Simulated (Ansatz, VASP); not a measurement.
## Two plane-wave programs on AlN

File INCAR:

```
PREC = Accurate
ENCUT = 520
EDIFF = 1E-6
ISMEAR = 0
SIGMA = 0.05
LREAL = F
LASPH = T
NELM = 80
ALGO = Normal
ISIF = 2
LWAVE = F
LCHARG = T
GGA = PE
LELF = T
LVHAR = T
NBANDS = 26
```

File KPOINTS:

```
Automatic mesh
0
Gamma
  8 6 4
```

The input POSCAR:

```
AlN
1.0
   -1.6567491617      2.8695737234      0.0000000000
    0.0000000000      0.0000000000      4.1874629526
    4.9702474850      2.8695737234      0.0000000000
Al N
4 4
Direct
    0.6887662955      0.7500000000      0.1535362143
    0.0000000000      0.7500000000      0.6666666667
    0.0000000000      0.2500000000      0.3333333333
    0.5000000000      0.2500000000      0.8333333333
    0.5000000000      0.2500000000      0.1666666667
    0.0000000000      0.2500000000      0.6666666667
    0.0000000000      0.7500000000      0.3333333333
    0.5000000000      0.7500000000      0.8333333333
```

Input for Ansatz:

```yaml
crystal:
  lattice:
    - [-1.6567491617, 2.8695737234, 0.0]
    - [0.0, 0.0, 4.1874629526]
    - [4.970247485, 2.8695737234, 0.0]
  atoms:
    - { symbol: Al, position: [0.6887662955, 0.75, 0.1535362143] }
    - { symbol: Al, position: [0.0, 0.75, 0.6666666667] }
    - { symbol: Al, position: [0.0, 0.25, 0.3333333333] }
    - { symbol: Al, position: [0.5, 0.25, 0.8333333333] }
    - { symbol: "N", position: [0.5, 0.25, 0.1666666667] }
    - { symbol: "N", position: [0.0, 0.25, 0.6666666667] }
    - { symbol: "N", position: [0.0, 0.75, 0.3333333333] }
    - { symbol: "N", position: [0.5, 0.75, 0.8333333333] }
basis:
  ecutwfc: 420
kpoints:
  mp_grid: { grid: [8, 6, 4] }
hamiltonian:
  xc: pbe
  pseudopotentials: { kind: paw, azcp: { folder: soft_1 } }
scf:
  occupations: { method: gaussian, width: 0.05 }
output:
  forces: true
  stress: true
  eigenvalues: true
```

Alike in both runs: task single point; functional PBE; k mesh 8 × 6 × 4; occupations gaussian, width 0.05 eV; no spin polarisation.

```csv
,VASP,Ansatz
version,VASP 6.6.1,Ansatz 0.2.0
potentials or method,"VASP PAW PBE potentials, release 64 (Al, N), cutoff 520 eV","scalar-relativistic, plane waves, PAW"
valence electrons in the cell,32,32
```

|  | VASP | Ansatz | Ansatz less VASP |
| --- | --- | --- | --- |
| gap on the k mesh at the Fermi level (eV) | 2.67 | 2.67 | -0.004 |
| least direct gap on the mesh (eV) | 2.67 | 2.67 | -0.004 |
| pressure (GPa) | 15.2 | 15.2 | +0.05 |
| traceless stress, the component that is largest in VASP (GPa) | 27.13 | 27.04 | -0.084 |
| rms of the force components (eV/Å) | 5.086 | 5.069 | -0.0171 |

Atom by atom the forces differ by 0.019 eV/Å (rms over components).
